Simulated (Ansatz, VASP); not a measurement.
**Two plane-wave programs on AgPb2F6**

```
CELL_PARAMETERS angstrom
0.00000 4.09597 4.09597
4.09597 0.00000 4.09597
4.09597 4.09597 0.00000
ATOMIC_POSITIONS crystal
Ag 0.00000 0.00000 0.00000
Pb 0.25000 0.25000 0.25000
Pb 0.75000 0.75000 0.75000
F 0.73680 0.26320 0.26320
F 0.26320 0.73680 0.73680
F 0.26320 0.73680 0.26320
F 0.73680 0.26320 0.73680
F 0.26320 0.26320 0.73680
F 0.73680 0.73680 0.26320
```

Change from the starting cell: ordered vacancies on the cation sites of perovskite (Fm-3m, No. 225).

Alike in both runs: functional PBE; k mesh 4 × 4 × 4; occupations gaussian, width 0.1 eV; collinear spin.

Ansatz relaxed the structure, and its values are those at the end. VASP's run is a single point on that final structure, the one shown.

|  | VASP | Ansatz |
| --- | --- | --- |
| version | VASP 6.6.1 | Ansatz 0.2.0 |
| potentials or method | VASP PAW PBE potentials, release 64 (Ag, Pb_d, F), cutoff 520 eV | scalar-relativistic, plane waves, PAW |
| valence electrons in the cell | 81 | 89 |

```csv
,VASP,Ansatz,Ansatz less VASP
gap on the k mesh at the Fermi level (eV),none,none,-
pressure (GPa),-0.3,0.0,+0.27
net moment per atom (μB),0.11,0.11,0.000
size of the moment on the site where the two differ most (μB),0.52,0.51,-0.009
```

Site moments also hang on the region over which each program counts them. A gap of «none» marks a metal or a gap that the smearing closes. VASP's potentials hold 81 valence electrons a cell and Ansatz's 89, so a difference there can come from the potentials and not from the codes.

Neither program's run includes spin-orbit coupling.
